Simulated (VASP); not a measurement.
Input of a VASP 6.6.1 run:

File INCAR:

```
SYSTEM = BaH4
PREC = Accurate
ENCUT = 520
EDIFF = 1E-6
ISMEAR = 0
SIGMA = 0.02
LREAL = .False.
LASPH = .True.
NELM = 100
ALGO = Normal
ISIF = 2
LWAVE = .False.
LCHARG = .False.
GGA = PE
NBANDS = 15
```

KPOINTS

```
regular mesh
0
Gamma
  6 6 6
  0 0 0
```

Contents of POSCAR:

```
BaH4
1.0
    2.3624637933      1.3639691070      3.6575228621
   -2.3624637933      1.3639691070      3.6575228621
    0.0000000000     -2.7279382140      3.6575228621
Ba H
1 4
Direct
    0.0000000000      0.0000000000      0.0000000000
    0.7423383899      0.7423383899      0.7423383899
    0.2576616101      0.2576616101      0.2576616101
    0.4650390403      0.4650390403      0.4650390403
    0.5349609597      0.5349609597      0.5349609597
```

Potentials or basis: VASP PAW PBE potentials, release 64 (Ba_sv, H).

Launch:

```console
$ cat potpaw_PBE.64/Ba_sv/POTCAR potpaw_PBE.64/H/POTCAR > POTCAR
$ mpirun -np 1 vasp_std > vasp.out
```

Q: Predict the band gap on the k mesh.

A: 2.52 eV (least direct gap 3.05 eV).

Q: Predict the pressure.

A: -2.0 GPa.

Q: What does it give for the largest force?

A: 0.015 eV/Å.

Forces on the atoms (eV/Å):
```
Ba   0.000  0.000  0.000
H    0.000  0.000  0.001
H    0.000  0.000 -0.001
H    0.000  0.000  0.015
H    0.000  0.000 -0.015
```

Caveat: spin-orbit coupling is left out, which moves the levels of the heavy elements. A k mesh can miss the band edges.
